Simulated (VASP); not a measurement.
# BP (F-43m) in VASP: a series of runs

BP is run at these levels: PBE, revPBE; tasks: single point.

Program: VASP 6.6.1. These are calculated values, not measurements. Logs are shortened: lines on timing, memory, paths and dates and some standing lists are left out, and cuts for length are marked.

**1. The cell of the first run**

Symmetry: F-43m, No. 216, cubic system. The conventional cell has a = 4.757 Å, b = 4.757 Å, c = 4.757 Å, α = 90.00°, β = 90.00°, γ = 90.00°. P (site symmetry -43m) has 4 B at 2.06 Å within 2.7 Å. B (site symmetry -43m) has 4 P at 2.06 Å within 2.7 Å.

**2. Single point, PBE**

INCAR reads:

```
  ALGO = Normal
  EDIFF = 1E-6
  ENCUT = 500
  GGA = PE
  GGA_COMPAT = F
  ISIF = 2
  ISMEAR = 1
  LASPH = T
  LCHARG = F
  LREAL = F
  LWAVE = F
  NBANDS = 11
  NELM = 120
  PREC = Accurate
  SIGMA = 0.053
```

KPOINTS reads:

```
k-points
0
Gamma
  7 7 7
```

POSCAR reads:

```
BP
1.0
    0.0000000000      2.3783720000      2.3783720000
    2.3783720000      0.0000000000      2.3783720000
    2.3783720000      2.3783720000      0.0000000000
P B
1 1
Direct
    0.2500000000      0.2500000000      0.2500000000
    0.0000000000      0.0000000000      0.0000000000
```

Potentials or basis: VASP PAW PBE potentials, release 64 (P, B).

Started as:

```
> cat potpaw_PBE.64/P/POTCAR potpaw_PBE.64/B/POTCAR > POTCAR
> mpirun -np 1 vasp_std > vasp.out
```

OUTCAR:

```text
EDIFF = 1E-6
   ENCUT = 500
   GGA = PE
   ISIF = 2
   ISMEAR = 1
   LASPH = T
   LREAL = F
   NELM = 120
   PREC = Accurate

 ion  position               nearest neighbor table
   1  0.250  0.250  0.250-   2 2.06   2 2.06   2 2.06   2 2.06
   2  0.000  0.000  0.000-   1 2.06   1 2.06   1 2.06   1 2.06

  LATTYP: Found a face centered cubic cell.
 ALAT       =     4.7567440000

  Lattice vectors:

 A1 = (   0.0000000000,   2.3783720000,   2.3783720000)
 A2 = (   2.3783720000,   0.0000000000,   2.3783720000)
 A3 = (   2.3783720000,   2.3783720000,   0.0000000000)

Analysis of symmetry for initial positions (statically):
=====================================================================
 Subroutine PRICEL returns:
 Original cell was already a primitive cell.

 Routine SETGRP: Setting up the symmetry group for a
 face centered cubic supercell.

 Subroutine GETGRP returns: Found 24 space group operations
 (whereof 24 operations were pure point group operations)
 out of a pool of 48 trial point group operations.

The static configuration has the point symmetry T_d .

Analysis of symmetry for dynamics (positions and initial velocities):
=====================================================================
 Subroutine PRICEL returns:
 Original cell was already a primitive cell.

 Routine SETGRP: Setting up the symmetry group for a
 face centered cubic supercell.

 Subroutine GETGRP returns: Found 24 space group operations
 (whereof 24 operations were pure point group operations)
 out of a pool of 48 trial point group operations.

The dynamic configuration has the point symmetry T_d .

 Subroutine INISYM returns: Found 24 space group operations
 (whereof 24 operations are pure point group operations),
 and found     1 'primitive' translations

----------------------------------------------------------------------------------------

                                     Primitive cell

  volume of cell :      26.9073

  direct lattice vectors                    reciprocal lattice vectors
     0.000000000  2.378372000  2.378372000    -0.210227837  0.210227837  0.210227837
     2.378372000  0.000000000  2.378372000     0.210227837 -0.210227837  0.210227837
     2.378372000  2.378372000  0.000000000     0.210227837  0.210227837 -0.210227837

  length of vectors
     3.363525939  3.363525939  3.363525939     0.364125294  0.364125294  0.364125294

  position of ions in fractional coordinates (direct lattice)
     0.250000000  0.250000000  0.250000000
     0.000000000  0.000000000  0.000000000

  ion indices of the primitive-cell ions
   primitive index   ion index
                 1           1
                 2           2

----------------------------------------------------------------------------------------

 KPOINTS: k-points

Automatic generation of k-mesh.
 Grid dimensions read from file:
 generate k-points for:    7    7    7

 Generating k-lattice:

  Cartesian coordinates                     Fractional coordinates (reciprocal lattice)
    -0.030032548  0.030032548  0.030032548     0.142857143  0.000000000  0.000000000
     0.030032548 -0.030032548  0.030032548     0.000000000  0.142857143  0.000000000
     0.030032548  0.030032548 -0.030032548     0.000000000  0.000000000  0.142857143

  Length of vectors
     0.052017899  0.052017899  0.052017899

  Shift w.r.t. Gamma in fractional coordinates (k-lattice)
     0.000000000  0.000000000  0.000000000

 Subroutine IBZKPT returns following result:
 ===========================================

 Found     20 irreducible k-points:

 Following reciprocal coordinates:
            Coordinates               Weight
  0.000000  0.000000  0.000000      1.000000
  0.142857  0.000000  0.000000      8.000000
  0.285714  0.000000  0.000000      8.000000
  0.428571  0.000000  0.000000      8.000000
  0.142857  0.142857  0.000000      6.000000
  0.285714  0.142857  0.000000     24.000000
[... 12 lines left out ...]
 -0.428571  0.428571  0.142857     24.000000
 -0.285714  0.428571  0.142857     24.000000
   k-points           NKPTS =     20   k-points in BZ     NKDIM =     20   number of bands    NBANDS=     11
   number of dos      NEDOS =    301   number of ions     NIONS =      2
   total plane-waves  NPLWV =  21952
   dimension x,y,z NGX =    28 NGY =   28 NGZ =   28
   dimension x,y,z NGXF=    56 NGYF=   56 NGZF=   56
   ions per type =               1   1
   NGX,Y,Z   is equivalent  to a cutoff of  13.84, 13.84, 13.84 a.u.
   NGXF,Y,Z  is equivalent  to a cutoff of  27.68, 27.68, 27.68 a.u.
 SYSTEM =  unknown system
   PREC   = accura    normal or accurate (medium, high low for compatibility)
   ISTART =      0    job   : 0-new  1-cont  2-samecut
   ICHARG =      2    charge: 1-file 2-atom 10-const
   ISPIN  =      1    spin polarized calculation?
   LNONCOLLINEAR =      F non collinear calculations
   LSORBIT =      F    spin-orbit coupling
   LASPH  =      T    aspherical Exc in radial PAW
   ENCUT  =  500.0 eV  36.75 Ry    6.06 a.u.   6.13  6.13  6.13*2*pi/ulx,y,z
   NELM   =    120;   NELMIN=  2; NELMDL= -5     # of ELM steps
   EDIFF  = 0.1E-05   stopping-criterion for ELM
   LREAL  =      F    real-space projection
   EDIFFG = 0.1E-04   stopping-criterion for IOM
   NSW    =      0    number of steps for IOM
   IBRION =     -1    ionic relax: 0-MD 1-quasi-New 2-CG
   NFREE  =      0    steps in history (QN), initial steepest desc. (CG)
   ISIF   =      2    stress and relaxation
   ISYM   =      2    0-nonsym 1-usesym 2-fastsym
   POTIM  = 0.5000    time-step for ionic-motion
   TEBEG  =    0.0;   TEEND  =   0.0 temperature during run
   PSTRESS=    0.0 pullay stress
   NELECT =       8.0000    total number of electrons
   NUPDOWN=      -1.0000    fix difference up-down
   EMIN   =  10.00;   EMAX   =-10.00  energy-range for DOS
   EFERMI =   0.00;   METHOD = LEGACY
   ISMEAR =     1;   SIGMA  =   0.05  broadening in eV -4-tet -1-fermi 0-gaus
   EFERMI_NEDOS =   21; number of points for ismear=-14 and -15
   IALGO  =     38    algorithm
   IMIX   =      4    mixing-type and parameters
     AMIX     =   0.40;   BMIX     =  1.00
     AMIX_MAG =   1.60;   BMIX_MAG =  1.00
  volume/ion in A,a.u.               =      13.45        90.79
  Fermi-wavevector in a.u.,A,eV,Ry     =   1.092652  2.064812 16.243826  1.193888
  Thomas-Fermi vector in A             =   2.228921
   LORBIT       =      0    0 simple, 1 ext, 2 COOP (PROOUT), +10 PAW based schemes
   GGA     = PE    functional components
   LHFCALC =     F    Hartree Fock is set to
   AEXX    =    0.0000 exact exchange contribution
   IVDW    =     0    specifies the selected vdW correction
   LEPSILON=     F    determine dielectric tensor
   LRPA    =     F    only Hartree local field effects (RPA)
 non-spin polarized calculation
 Methfessel and Paxton  Order N= 1 SIGMA  =   0.05
  energy-cutoff  :      500.00
  volume of cell :       26.91
 maximum number of plane-waves:       701
 NGX is ok and might be reduce to    28
   NGX = 13   NGY = 13   NGZ = 13

 number of electron       8.0000000 magnetization

 Free energy of the ion-electron system (eV)
  ---------------------------------------------------
  ext. energy  EPLUGINS =         0.00000000
  ---------------------------------------------------
  free energy    TOTEN  =       -12.72565875 eV

  energy without entropy =      -12.72568562  energy(sigma->0) =      -12.72566771

 E-fermi :   5.8877     XC(G=0): -10.3070

 val. band max:        5.8431074139   @ k =   0.0000   0.0000   0.0000
 cond. band min:       7.2798447819   @ k =   0.4286   0.4286   0.0000
 fundamental gap:      1.4367373680
 Fermi energy:         5.8877271143

 k-point     1 :       0.0000    0.0000    0.0000
  band No.  band energies     occupation
      1      -8.4130      2.00000
      2       5.8431      2.00000
      3       5.8431      2.00000
      4       5.8431      2.00000
      5       9.0687      0.00000
      6       9.0687      0.00000
      7       9.0687      0.00000
      8      11.1735      0.00000
      9      16.4834      0.00000
     10      17.5932      0.00000
     11      17.5932      0.00000

 k-point     2 :       0.1429    0.0000    0.0000
  band No.  band energies     occupation
      1      -8.0886      2.00000
      2       3.7413      2.00000
      3       5.3800      2.00000
      4       5.3800      2.00000
      5       9.3598      0.00000
      6       9.7102      0.00000
      7       9.7102      0.00000
      8      12.4687      0.00000
      9      16.6733      0.00000
     10      16.6733      0.00000
     11      17.3958      0.00000

 k-point     3 :       0.2857    0.0000    0.0000
  band No.  band energies     occupation
      1      -7.1561      2.00000
      2       0.6577      2.00000
      3       4.7009      2.00000
      4       4.7009      2.00000
      5       9.0851      0.00000
      6      10.4371      0.00000
      7      10.4371      0.00000
      8      14.5878      0.00000
      9      16.7503      0.00000
     10      16.7503      0.00000
     11      17.9204      0.00000

 k-point     4 :       0.4286    0.0000    0.0000
  band No.  band energies     occupation
      1      -5.9024      2.00000
      2      -1.7758      2.00000
      3       4.3148      2.00000
      4       4.3148      2.00000
      5       8.8520      0.00000
      6      10.4786      0.00000
      7      10.4786      0.00000
      8      15.4283      0.00000
      9      18.7930      0.00000
     10      18.7930      0.00000
     11      18.9144      0.00000

 k-point     5 :       0.1429    0.1429    0.0000
  band No.  band energies     occupation
      1      -7.9796      2.00000
      2       4.2756      2.00000
      3       4.6235      2.00000
      4       4.6235      2.00000
      5       8.4199      0.00000
      6      10.7622      0.00000
      7      10.7622      0.00000
      8      11.9751      0.00000
      9      15.5001      0.00000
     10      17.8144      0.00000
     11      18.0718      0.00000
[... 155 lines left out ...]
 k-point    17 :       0.4286    0.2857    0.1429
  band No.  band energies     occupation
      1      -6.3452      2.00000
      2       0.4962      2.00000
      3       2.0429      2.00000
      4       3.6280      2.00000
      5       9.3729      0.00000
      6      11.2999      0.00000
      7      11.5547      0.00000
      8      13.4309      0.00000
      9      17.0073      0.00000
     10      18.9386      0.00000
     11      20.6773      0.00000

 k-point    18 :      -0.4286    0.2857    0.1429
  band No.  band energies     occupation
      1      -5.1536      2.00000
      2      -1.2878      2.00000
      3       1.4233      2.00000
      4       2.9426      2.00000
      5      10.0406      0.00000
      6      10.8727      0.00000
      7      12.9890      0.00000
      8      14.2311      0.00000
      9      16.4348      0.00000
     10      18.8449      0.00000
     11      21.8644      0.00000

 k-point    19 :      -0.4286    0.4286    0.1429
  band No.  band energies     occupation
      1      -4.6457      2.00000
      2      -1.3326      2.00000
      3       1.3917      2.00000
      4       1.8716      2.00000
      5       9.1084      0.00000
      6       9.8077      0.00000
      7      13.6951      0.00000
      8      15.7744      0.00000
      9      17.6759      0.00000
     10      19.9812      0.00000
     11      21.5461      0.00000

 k-point    20 :      -0.2857    0.4286    0.1429
  band No.  band energies     occupation
      1      -4.2917      2.00000
      2      -1.5713      2.00000
      3       0.5592      2.00000
      4       2.0035      2.00000
      5       9.8145      0.00000
      6      12.3795      0.00000
      7      12.9873      0.00000
      8      13.5565      0.00000
      9      16.8254      0.00000
     10      19.3535      0.00000
     11      21.7431      0.00000

------------------------ aborting loop because EDIFF is reached ----------------------------------------

  FORCE on cell =-STRESS in cart. coord.  units (eV):
  Direction    XX          YY          ZZ          XY          YZ          ZX
  --------------------------------------------------------------------------------------
  -------------------------------------------------------------------------------------
  Total       -2.8357144     -2.8357144     -2.8357144     -0.0000000     -0.0000000     -0.0000000
  in kB     -168.8510323   -168.8510323   -168.8510323     -0.0000000     -0.0000000     -0.0000000
  external PRESSURE =    -168.8510323 kB  Pullay stress =       0.0000000 kB

 VOLUME and BASIS-vectors are now :
 -----------------------------------------------------------------------------
  energy-cutoff  :      500.00
  volume of cell :       26.91
      direct lattice vectors                 reciprocal lattice vectors
     0.000000000  2.378372000  2.378372000    -0.210227837  0.210227837  0.210227837
     2.378372000  0.000000000  2.378372000     0.210227837 -0.210227837  0.210227837
     2.378372000  2.378372000  0.000000000     0.210227837  0.210227837 -0.210227837

 POSITION                                       TOTAL-FORCE (eV/Angst)
 -----------------------------------------------------------------------------------
      1.18919      1.18919      1.18919         0.000000      0.000000      0.000000
      0.00000      0.00000      0.00000        -0.000000     -0.000000     -0.000000
 -----------------------------------------------------------------------------------
    total drift:                                0.000000      0.000000      0.000000

  FREE ENERGIE OF THE ION-ELECTRON SYSTEM (eV)
  ---------------------------------------------------
  free  energy   TOTEN  =       -12.7256587472 eV

  energy  without entropy=      -12.7256856238  energy(sigma->0) =      -12.72566771
```

It took 12 s on 1 thread of Intel Xeon 8259CL, shared host; peak memory 0.14 GiB.

What came out:

```
Free energy            : -12.7257 eV
Pressure               : -16.9 GPa
Band gap on the k mesh : 1.44 eV, indirect (least direct gap 3.23 eV)
```

Levels at points of the mesh, in eV from the valence-band top:
```
           k point  band 2  band 3  band 4  band 5  band 6  band 7
(0.00, 0.00, 0.00)    0.00    0.00    0.00    3.23    3.23    3.23
```

(Continued in part 2 of 2.)
